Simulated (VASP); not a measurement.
Crystal: VSbS.

```xyz
3
Lattice="4.4728 0.0000 0.0000 -2.2364 3.8735 0.0000 0.0000 0.0000 3.8933" Properties=species:S:1:pos:R:3 pbc="T T T"
V     2.2364    1.2912    1.9467
Sb    0.0000    2.5823    0.0000
S     0.0000    0.0000    1.9467
```

The cell was built from a structure type or drawn by symmetry, and may not be a known phase.

```yaml
Program: VASP 6.6.1
Task: relaxation of cell and atoms
Functional: PBE
Potentials_or_basis: VASP PAW PBE potentials, release 64 (V_sv, Sb, S)
Cutoff: 600 eV
k_mesh: 6 × 6 × 4
Occupations: gaussian, width 0.1 eV
Spin: collinear spin, ferromagnetic start
Starting_moments: "[2.0, 0.0, 0.0] μB"
```

At the start: pressure -14.3 GPa; volume 22.48 Å³/atom.

Question: How do energy, volume and symmetry change on relaxing?

Answer: Over 10 steps the energy falls by 252.8 meV/atom and the volume is 17.73 Å³/atom (-21.1 %); space group P-6m2 (No. 187, to 0.1 Å) before and after; moment 0.00 μB per cell.

The path:
```csv
step,energy change (eV),largest force (eV/Å),pressure (GPa),volume (Å³)
1,0.0000,0.0000,-14.31,67.45
2,-0.5506,0.0000,12.14,49.66
3,-0.7275,0.0000,-0.36,54.54
4,-0.7272,0.0000,0.16,54.30
5,-0.7356,0.0000,0.21,54.03
6,-0.7552,0.0000,0.43,53.17
7,-0.7145,0.0000,2.21,51.29
8,-0.7576,0.0000,0.77,52.85
9,-0.7540,0.0000,-1.64,53.94
10,-0.7584,0.0000,-0.04,53.19
```

Final structure:
```cif
data_structure
_symmetry_space_group_name_H-M 'P 1'
_symmetry_Int_Tables_number 1
_cell_length_a 4.1975
_cell_length_b 4.1975
_cell_length_c 3.4858
_cell_angle_alpha 90.000
_cell_angle_beta 90.000
_cell_angle_gamma 120.000
_cell_volume 53.19
loop_
_atom_site_label
_atom_site_type_symbol
_atom_site_fract_x
_atom_site_fract_y
_atom_site_fract_z
_atom_site_occupancy
V1 V 0.66667 0.33333 0.50000 1
Sb1 Sb 0.33333 0.66667 0.00000 1
S1 S 0.00000 0.00000 0.50000 1
```

Caveat: the k points lie up to 0.45 Å⁻¹ apart in the final cell; the volume moved by over 15 % at a fixed basis, so the end points are rough.
